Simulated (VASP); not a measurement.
C, 8 atoms in the cell. Symmetry: P6_3/mmc, No. 194, hexagonal system. The conventional cell has a = 2.508 Å, b = 2.508 Å, c = 8.272 Å, α = 90.00°, β = 90.00°, γ = 120.00°. Within 2.0 Å of C (site symmetry 3m) lie 4 C at 1.54 to 1.56 Å. C (site symmetry 3m) has 4 C at 1.54 Å within 2.0 Å. 

- Program: VASP 6.6.1
- Task: single point
- Functional: PBE
- Dispersion: D4
- Potentials or basis: VASP PAW PBE potentials, release 64 (C)
- Cutoff: 520 eV
- k mesh: 12 × 12 × 4
- Occupations: fermi-dirac, width 0.05 eV
- Spin: no spin polarisation
- Dipole correction: no
- Further INCAR settings: ALGO = Normal; EDIFF = 1e-06; NBANDS = 26

Potentials or basis: VASP PAW PBE potentials, release 64 (C).

Launch:

```bash
$ cat potpaw_PBE.64/C/POTCAR > POTCAR
$ mpirun -np 1 vasp_std > vasp.out
```

Hardware: 1 thread of Intel(R) Xeon(R) 6975P-C (Granite Rapids), with other jobs on the host.

**Question.** Estimate the wall time of this run.

**Answer.** Run time: 28 s on 1 thread of Intel(R) Xeon(R) 6975P-C (Granite Rapids), with other jobs on the host, peak memory 0.18 GiB. Counts: scf iterations 12, k points 57.
